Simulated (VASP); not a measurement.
A run of VASP 6.6.1 is set up as follows.

File INCAR:

```
PREC = Accurate ; ENCUT = 520
EDIFF = 1E-7 ; ISMEAR = 0
SIGMA = 0.1 ; LREAL = F
LASPH = T ; NELM = 100
ALGO = Normal ; ISIF = 2
LWAVE = F ; LCHARG = T
GGA = PE ; LELF = T
LVHAR = T ; NBANDS = 41
```

Contents of KPOINTS:

```
Automatic mesh
0
Gamma
  4 4 1
```

File POSCAR:

```
Al5GaP6
1.0
    3.9110175365     -0.0002147687     -0.0003006782
   -0.0002179867      3.9122446686     -0.0005442978
   -0.0021859566     -0.0011316333     16.3992240749
Al Ga P
5 1 6
Direct
    0.5001121592      0.5002417126      0.8333166782
    0.0000874520      0.0001834734      0.6667316735
    0.4999108014      0.4999543961      0.4999840238
   -0.0001590927     -0.0002561322      0.3332460834
    0.4999283905      0.4998413425      0.1666752289
   -0.0000085805      0.0001754579     -0.0000015480
    0.5001463956      0.0001908775      0.7500617986
   -0.0000177674      0.5000996024      0.5833620932
    0.4998905234     -0.0001309660      0.4166359111
   -0.0000403172      0.4997067137      0.2499531173
    0.5000079328     -0.0001543682      0.0838428651
    0.0001421028      0.5001478902      0.9161920748
```

Potentials or basis: VASP PAW PBE potentials, release 64 (Al, Ga_d, P).

Command:

```sh
$ cat potpaw_PBE.64/Al/POTCAR potpaw_PBE.64/Ga_d/POTCAR potpaw_PBE.64/P/POTCAR > POTCAR
$ mpirun -np 1 vasp_std > vasp.out
```

(1) Predict the pressure.

(2) Predict the largest force.

(3) Predict the band gap on the k mesh.

Results:

(1) -0.1 GPa.

(2) 0.008 eV/Å.

(3) 1.56 eV, direct.
